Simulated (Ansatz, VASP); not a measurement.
**Two plane-wave programs on Ga**

```xyz
2
Lattice="3.0701 0.0000 0.0000 -1.5350 2.6588 0.0000 0.0000 0.0000 4.9615" Properties=species:S:1:pos:R:3 pbc="T T T"
Ga    0.0000    1.7725    1.2404
Ga    1.5350    0.8863    3.7212
```

Change from the starting cell: volume scaled by 1.06, PAW files.

Alike in both runs: task electric field gradients; functional PBE; k mesh 18 × 18 × 10; occupations fermi-dirac, width 0.05 eV; no spin polarisation.

|  | VASP | Ansatz |
| --- | --- | --- |
| version | VASP 6.6.1 | Ansatz 0.2.0 |
| potentials or method | VASP PAW PBE potentials, release 64 (Ga_d) | PAW with Ansatz's default frozen-core files, scalar-relativistic |
| plane-wave cutoff (eV) | 520 | 420 |
| valence electrons in the cell | 26 | 26 |

|  | VASP | Ansatz | Ansatz less VASP |
| --- | --- | --- | --- |
| pressure (GPa) | -2.3 | -2.3 | -0.06 |
| size of Vzz on the site where it differs most (V/Å²) | 1.9 | 2.0 | +0.07 |
